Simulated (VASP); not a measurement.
# InGa3As4: single point with PBE

The system is InGa3As4.

```xyz
8
Lattice="5.8704 0.0000 0.0000 0.0000 5.8704 0.0000 0.0000 0.0000 5.8704" Properties=species:S:1:pos:R:3 pbc="T T T"
In    0.0000    0.0000    0.0000
Ga    2.9352    0.0000    2.9352
Ga    2.9352    2.9352    0.0000
Ga    0.0000    2.9352    2.9352
As    1.5240    4.3464    4.3464
As    1.5240    1.5240    1.5240
As    4.3464    4.3464    1.5240
As    4.3464    1.5240    4.3464
```

- Program: VASP 6.6.1
- Task: single point
- Functional: PBE
- Potentials or basis: VASP PAW PBE potentials, release 64 (In_d, Ga_d, As)
- Cutoff: 520 eV
- k mesh: 4 × 4 × 4
- Occupations: gaussian, width 0.1 eV
- Spin: no spin polarisation
- Dipole correction: no
- Further INCAR settings: ALGO = Normal; EDIFF = 1e-07; NBANDS = 46

```yaml
Pressure: -0.2 GPa
Largest_force: 0.046 eV/Å
Band_gap_on_the_k_mesh: zero (filled and empty bands touch)
```

Forces in eV/Å, atoms in the order of the input:
```
In   0.000  0.000  0.000
Ga   0.000  0.000  0.000
Ga   0.000  0.000  0.000
Ga   0.000  0.000  0.000
As  -0.026  0.026  0.026
As  -0.026 -0.026 -0.026
As   0.026  0.026 -0.026
As   0.026 -0.026  0.026
```

Levels at points of the mesh, in eV from the Fermi level:
| k point | band 32 | band 33 | band 34 | band 35 | band 36 | band 37 | band 38 | band 39 | band 40 | band 41 |
| --- | --- | --- | --- | --- | --- | --- | --- | --- | --- | --- |
| (0.00, 0.00, 0.00) | -2.36 | -2.36 | -0.22 | -0.03 | -0.03 | -0.03 | 1.57 | 1.57 | 1.57 | 1.60 |
| (0.50, 0.00, 0.00) | -3.01 | -1.67 | -1.67 | -1.32 | -1.32 | 1.97 | 2.05 | 2.82 | 3.08 | 4.16 |
| (0.50, 0.50, 0.00) | -2.94 | -1.41 | -1.11 | -0.95 | -0.95 | 2.24 | 2.24 | 2.76 | 2.76 | 4.84 |
| (0.50, 0.50, 0.50) | -1.13 | -1.13 | -0.80 | -0.80 | -0.80 | 0.65 | 0.65 | 0.65 | 1.17 | 4.36 |

Run time: 95 s on 1 thread of Intel(R) Xeon(R) Platinum 8559C (Emerald Rapids), with other jobs on the host, peak memory 0.37 GiB.

Caveat: spin-orbit coupling is left out, which moves the levels of the heavy elements.
